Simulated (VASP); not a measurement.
# C (Fd-3m) in VASP: a series of runs

C is run at these levels: PBEsol; tasks: single point.

Everything below comes from runs of VASP 6.6.1. Logs are shortened: lines on timing, memory, paths and dates and some standing lists are left out, and cuts for length are marked.

## 1. The cell of the first run

The structure is cubic, space group Fd-3m (No. 227). The conventional cell has a = 3.554 Å, b = 3.554 Å, c = 3.554 Å, α = 90.00°, β = 90.00°, γ = 90.00°. Within 2.1 Å of C (site symmetry -43m) lie 4 C at 1.54 Å.

## 2. Single point, PBEsol

File INCAR:

```
  ALGO = Normal
  EDIFF = 1E-6
  ENCUT = 520
  GGA = PS
  ISIF = 2
  ISMEAR = -1
  LASPH = T
  LCHARG = F
  LREAL = F
  LWAVE = F
  NBANDS = 11
  NELM = 100
  PREC = Accurate
  SIGMA = 0.02
```

File KPOINTS:

```
k-points
0
Gamma
  16 16 16
```

File POSCAR:

```
C
1.0
    0.0000000000      1.7769057192      1.7769057192
    1.7769057192      0.0000000000      1.7769057192
    1.7769057192      1.7769057192      0.0000000000
C
2
Direct
   -0.1250000000     -0.1250000000     -0.1250000000
    0.1250000000      0.1250000000      0.1250000000
```

Potentials or basis: VASP PAW PBE potentials, release 64 (C).

Command:

```sh
$ cat potpaw_PBE.64/C/POTCAR > POTCAR
$ mpirun -np 1 vasp_std > vasp.out
```

OUTCAR:

```text
EDIFF = 1E-6
   ENCUT = 520
   GGA = PS
   ISIF = 2
   ISMEAR = -1
   LASPH = T
   LREAL = F
   NELM = 100
   PREC = Accurate

 ion  position               nearest neighbor table
   1  0.875  0.875  0.875-   2 1.54   2 1.54   2 1.54   2 1.54
   2  0.125  0.125  0.125-   1 1.54   1 1.54   1 1.54   1 1.54

  LATTYP: Found a face centered cubic cell.
 ALAT       =     3.5538114384

  Lattice vectors:

 A1 = (   0.0000000000,   1.7769057192,   1.7769057192)
 A2 = (   1.7769057192,   0.0000000000,   1.7769057192)
 A3 = (   1.7769057192,   1.7769057192,   0.0000000000)

Analysis of symmetry for initial positions (statically):
=====================================================================
 Subroutine PRICEL returns:
 Original cell was already a primitive cell.

 Routine SETGRP: Setting up the symmetry group for a
 face centered cubic supercell.

 Subroutine GETGRP returns: Found 48 space group operations
 (whereof 12 operations were pure point group operations)
 out of a pool of 48 trial point group operations.

The static configuration has the point symmetry D_3d.
 The point group associated with its full space group is O_h .

Analysis of symmetry for dynamics (positions and initial velocities):
=====================================================================
 Subroutine PRICEL returns:
 Original cell was already a primitive cell.

 Routine SETGRP: Setting up the symmetry group for a
 face centered cubic supercell.

 Subroutine GETGRP returns: Found 48 space group operations
 (whereof 12 operations were pure point group operations)
 out of a pool of 48 trial point group operations.

The dynamic configuration has the point symmetry D_3d.
 The point group associated with its full space group is O_h .

 Subroutine INISYM returns: Found 48 space group operations
 (whereof 12 operations are pure point group operations),
 and found     1 'primitive' translations

----------------------------------------------------------------------------------------

                                     Primitive cell

  volume of cell :      11.2208

  direct lattice vectors                    reciprocal lattice vectors
     0.000000000  1.776905719  1.776905719    -0.281388030  0.281388030  0.281388030
     1.776905719  0.000000000  1.776905719     0.281388030 -0.281388030  0.281388030
     1.776905719  1.776905719  0.000000000     0.281388030  0.281388030 -0.281388030

  length of vectors
     2.512924167  2.512924167  2.512924167     0.487378365  0.487378365  0.487378365

[... 88 lines left out ...]
   POTIM  = 0.5000    time-step for ionic-motion
   TEBEG  =    0.0;   TEEND  =   0.0 temperature during run
   PSTRESS=    0.0 pullay stress
   NELECT =       8.0000    total number of electrons
   NUPDOWN=      -1.0000    fix difference up-down
   EMIN   =  10.00;   EMAX   =-10.00  energy-range for DOS
   EFERMI =   0.00;   METHOD = LEGACY
   ISMEAR =    -1;   SIGMA  =   0.02  broadening in eV -4-tet -1-fermi 0-gaus
   EFERMI_NEDOS =   21; number of points for ismear=-14 and -15
   IALGO  =     38    algorithm
   IMIX   =      4    mixing-type and parameters
     AMIX     =   0.40;   BMIX     =  1.00
     AMIX_MAG =   1.60;   BMIX_MAG =  1.00
  volume/ion in A,a.u.               =       5.61        37.86
  Fermi-wavevector in a.u.,A,eV,Ry     =   1.462504  2.763732 29.101752  2.138918
  Thomas-Fermi vector in A             =   2.578710
   LORBIT       =      0    0 simple, 1 ext, 2 COOP (PROOUT), +10 PAW based schemes
   GGA     = PS    functional components
   LHFCALC =     F    Hartree Fock is set to
   AEXX    =    0.0000 exact exchange contribution
   IVDW    =     0    specifies the selected vdW correction
   LEPSILON=     F    determine dielectric tensor
   LRPA    =     F    only Hartree local field effects (RPA)
 non-spin polarized calculation
  energy-cutoff  :      520.00
  volume of cell :       11.22
 maximum number of plane-waves:       314
   NGX =  9   NGY =  9   NGZ =  9

 number of electron       7.9999999 magnetization

 Free energy of the ion-electron system (eV)
  ---------------------------------------------------
  ext. energy  EPLUGINS =         0.00000000
  ---------------------------------------------------
  free energy    TOTEN  =       -19.24972417 eV

  energy without entropy =      -19.24972417  energy(sigma->0) =      -19.24972417

 E-fermi :  10.2204     XC(G=0): -13.4867

 val. band max:        9.8677045723   @ k =   0.0000   0.0000   0.0000
 cond. band min:      13.8965084740   @ k =   0.3750   0.3750   0.0000
 fundamental gap:      4.0288039017
 Fermi energy:        10.2203966654

 k-point     1 :       0.0000    0.0000    0.0000
  band No.  band energies     occupation
      1     -11.8014      2.00000
      2       9.8677      2.00000
      3       9.8677      2.00000
      4       9.8677      2.00000
      5      15.4368      0.00000
      6      15.4368      0.00000
      7      15.4368      0.00000
      8      23.4854      0.00000
      9      28.9658      0.00000
     10      36.4560      0.00000
     11      36.4560      0.00000
[... 309 lines left out ...]
 k-point    24 :      -0.0625    0.0625    0.0000
  band No.  band energies     occupation
      1     -11.5100      2.00000
      2       8.4275      2.00000
      3       8.7687      2.00000
      4       9.6860      2.00000
      5      15.7326      0.00000
      6      16.2708      0.00000
      7      16.5735      0.00000
      8      23.6706      0.00000
      9      29.4484      0.00000
     10      32.9454      0.00000
     11      34.2536      0.00000

 [... further k-points ...]

------------------------ aborting loop because EDIFF is reached ----------------------------------------

  FORCE on cell =-STRESS in cart. coord.  units (eV):
  Direction    XX          YY          ZZ          XY          YZ          ZX
  --------------------------------------------------------------------------------------
  -------------------------------------------------------------------------------------
  Total        0.0770550      0.0770550      0.0770550     -0.0000000      0.0000000     -0.0000000
  in kB       11.0024240     11.0024240     11.0024240     -0.0000000      0.0000000     -0.0000000
  external PRESSURE =      11.0024240 kB  Pullay stress =       0.0000000 kB

 VOLUME and BASIS-vectors are now :
 -----------------------------------------------------------------------------
  energy-cutoff  :      520.00
  volume of cell :       11.22
      direct lattice vectors                 reciprocal lattice vectors
     0.000000000  1.776905719  1.776905719    -0.281388030  0.281388030  0.281388030
     1.776905719  0.000000000  1.776905719     0.281388030 -0.281388030  0.281388030
     1.776905719  1.776905719  0.000000000     0.281388030  0.281388030 -0.281388030

 POSITION                                       TOTAL-FORCE (eV/Angst)
 -----------------------------------------------------------------------------------
      3.10959      3.10959      3.10959        -0.000000     -0.000000     -0.000000
      0.44423      0.44423      0.44423         0.000000      0.000000      0.000000
 -----------------------------------------------------------------------------------
    total drift:                                0.000000      0.000000     -0.000000

  FREE ENERGIE OF THE ION-ELECTRON SYSTEM (eV)
  ---------------------------------------------------
  free  energy   TOTEN  =       -19.2497241683 eV

  energy  without entropy=      -19.2497241683  energy(sigma->0) =      -19.24972417
```

OSZICAR:

```text
N       E                     dE             d eps       ncg     rms          rms(c)
DAV:   1    -0.309524637815E+01   -0.30952E+01   -0.44232E+03  3292   0.685E+02
DAV:   2    -0.196124571476E+02   -0.16517E+02   -0.16080E+02  4355   0.117E+02
DAV:   3    -0.199336880961E+02   -0.32123E+00   -0.32018E+00  3726   0.121E+01
DAV:   4    -0.199342566557E+02   -0.56856E-03   -0.56854E-03  3440   0.609E-01
DAV:   5    -0.199342572670E+02   -0.61122E-06   -0.61119E-06  3634   0.192E-02    0.567E+00
DAV:   6    -0.194260707970E+02    0.50819E+00   -0.26088E-01  3289   0.354E+00    0.335E+00
DAV:   7    -0.192491233558E+02    0.17695E+00   -0.31294E-01  3478   0.392E+00    0.705E-01
DAV:   8    -0.192496982051E+02   -0.57485E-03   -0.75797E-03  3337   0.686E-01    0.295E-02
DAV:   9    -0.192497160042E+02   -0.17799E-04   -0.14870E-05  3849   0.349E-02    0.216E-02
DAV:  10    -0.192497243188E+02   -0.83146E-05   -0.34970E-06  3454   0.164E-02    0.448E-03
DAV:  11    -0.192497241683E+02    0.15051E-06   -0.90128E-08  1901   0.263E-03
   1 F= -.19249724E+02 E0= -.19249724E+02  d E =-.119959E-10
```

Wall time 24 s (1 thread of AMD EPYC 7R13, shared host); peak memory 0.1 GiB.

Results:

```
Free energy            : -19.2497 eV
Pressure               : 1.1 GPa
Band gap on the k mesh : 4.03 eV, indirect (least direct gap 5.57 eV)
```

Levels at points of the mesh, in eV from the valence-band top:
| k point | band 1 | band 2 | band 3 | band 4 | band 5 | band 6 | band 7 | band 8 | band 9 |
| --- | --- | --- | --- | --- | --- | --- | --- | --- | --- |
| (0.00, 0.00, 0.00) | -21.67 | 0.00 | 0.00 | 0.00 | 5.57 | 5.57 | 5.57 | 13.62 | 19.10 |
| (0.50, 0.00, 0.00) | -15.77 | -13.59 | -2.84 | -2.84 | 8.43 | 8.43 | 8.99 | 15.59 | 21.81 |
| (0.50, 0.50, 0.00) | -12.85 | -12.85 | -6.40 | -6.40 | 4.62 | 4.62 | 16.95 | 16.95 | 23.29 |

Caveat: the PAW data sets were made with another functional, which shifts forces and pressure a little. A k mesh can miss the band edges.

## 3. Single point, PBEsol

This run uses another cell than the first one: it holds 4 atoms, not 2.

File INCAR:

```
  PREC = Accurate
  ENCUT = 520
  EDIFF = 1E-6
  ISMEAR = -1
  SIGMA = 0.02
  LREAL = F
  LASPH = T
  NELM = 60
  ALGO = Normal
  ISIF = 2
  LWAVE = F
  LCHARG = F
  GGA = PS
  NBANDS = 16
```

File KPOINTS:

```
Automatic mesh
0
Gamma
  10 7 10
```

File POSCAR:

```
C
1.0
   -1.7769057192      1.7769057192      0.0000000000
    0.0000000000      0.0000000000      3.5538114383
    1.7769057192      1.7769057192      0.0000000000
C
4
Direct
    0.5000000000      0.3750000000      0.2500000000
    0.0000000000      0.8750000000      0.7500000000
    0.0000000000      0.1250000000      0.2500000000
    0.5000000000      0.6250000000      0.7500000000
```

Potentials or basis: VASP PAW PBE potentials, release 64 (C).

Command:

```sh
$ cat potpaw_PBE.64/C/POTCAR > POTCAR
$ mpirun -np 1 vasp_std > vasp.out
```

It took 28 s on 1 thread of AMD EPYC 7R13, shared host; peak memory 0.11 GiB.

Results (log left out):

- Free energy: -38.4994 eV
- Pressure: 1.1 GPa
- Band gap on the k mesh: 4.03 eV

Levels at points of the mesh, in eV from the valence-band top:
| k point | band 5 | band 6 | band 7 | band 8 | band 9 | band 10 | band 11 | band 12 |
| --- | --- | --- | --- | --- | --- | --- | --- | --- |
| (0.00, 0.00, 0.00) | -6.40 | 0.00 | 0.00 | 0.00 | 4.62 | 4.62 | 5.57 | 5.57 |
| (0.50, 0.00, 0.00) | -7.75 | -7.75 | -3.06 | -3.06 | 7.88 | 7.88 | 10.04 | 10.04 |
| (0.50, 0.00, 0.50) | -6.40 | -6.40 | -6.40 | -6.40 | 4.62 | 4.62 | 4.62 | 4.62 |

Caveat: the PAW data sets were made with another functional, which shifts forces and pressure a little.

## 4. Single point, PBEsol

This run uses another cell than the first one: it holds 4 atoms, not 2.

File INCAR:

```
SYSTEM = C
PREC = Accurate
ENCUT = 520
EDIFF = 1E-6
ISMEAR = -1
SIGMA = 0.02
LREAL = .FALSE.
LASPH = .TRUE.
NELM = 100
ALGO = Normal
ISIF = 2
LWAVE = .FALSE.
LCHARG = .FALSE.
GGA = PS
NBANDS = 16
```

File KPOINTS:

```
regular mesh
0
G
  10 7 10
  0 0 0
```

POSCAR is that of step 3.

Command:

```sh
$ cat potpaw_PBE.64/C/POTCAR > POTCAR
$ mpirun -np 1 vasp_std > vasp.out
```

Run time: 35 s. Hardware: 1 thread of AMD EPYC 7R13, shared host; peak memory 0.11 GiB.

It converged, with:

- Free energy: -38.4994 eV
- Pressure: 1.1 GPa
- Band gap on the k mesh: 4.03 eV

Levels at points of the mesh, in eV from the valence-band top:
```csv
k point,band 4,band 5,band 6,band 7,band 8,band 9,band 10,band 11,band 12,band 13
"(0.00, 0.00, 0.00)",-6.40,-6.40,0.00,0.00,0.00,4.62,4.62,5.57,5.57,5.57
"(0.50, 0.00, 0.00)",-8.77,-7.75,-7.75,-3.06,-3.06,7.88,7.88,10.04,10.04,12.41
"(0.50, 0.00, 0.50)",-12.85,-6.40,-6.40,-6.40,-6.40,4.62,4.62,4.62,4.62,16.95
```

Caveat: the PAW data sets were made with another functional, which shifts forces and pressure a little.
